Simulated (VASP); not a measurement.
**TiO: single point with r2SCAN**

TiO:

```
CELL_PARAMETERS angstrom
2.80342 0.00000 0.00000
-1.40171 2.42784 0.00000
0.00000 0.00000 2.81826
ATOMIC_POSITIONS crystal
Ti 0.66667 0.33333 0.00000
O 0.00000 0.00000 0.50000
```

| Quantity | Value |
| --- | --- |
| Program | VASP 6.6.1 |
| Task | single point |
| Functional | r2SCAN |
| Potentials or basis | VASP PAW PBE potentials, release 64 (Ti_sv, O) |
| Cutoff | 520 eV |
| k mesh | 12 × 12 × 12 |
| Occupations | gaussian, width 0.01 eV |
| Spin | no spin polarisation |
| Dipole correction | no |
| Further INCAR settings | ALGO = Normal; EDIFF = 1e-06; NBANDS = 16 |

```
Pressure               : 1.9 GPa
Band gap on the k mesh : zero (bands 9 and 10 overlap by 0.04 eV)
```

Stress tensor (GPa, compression positive):
```
1.64 0.00 0.00
0.00 1.64 0.00
0.00 0.00 2.29
```

Levels at points of the mesh, in eV from the Fermi level:
```
           k point  band 7  band 8  band 9  band 10  band 11  band 12
(0.00, 0.00, 0.00)   -6.11   -5.92   -3.20     1.65     1.65     1.91
(0.50, 0.00, 0.00)   -6.99   -5.86   -2.66     1.81     1.96     2.97
(0.00, 0.00, 0.50)   -5.74   -5.74   -0.03    -0.03     0.57     2.11
(0.50, 0.00, 0.50)   -8.38   -7.08   -1.00     1.97     2.93     2.97
```

Run time: 57 s on 1 thread of Intel(R) Xeon(R) 6975P-C (Granite Rapids) (shared host), peak memory 0.17 GiB.

Caveat: the PAW data sets were made with another functional, which shifts forces and pressure a little; semilocal functionals often make such compounds metallic where correlation or magnetic order opens a gap, which also shifts bond lengths.
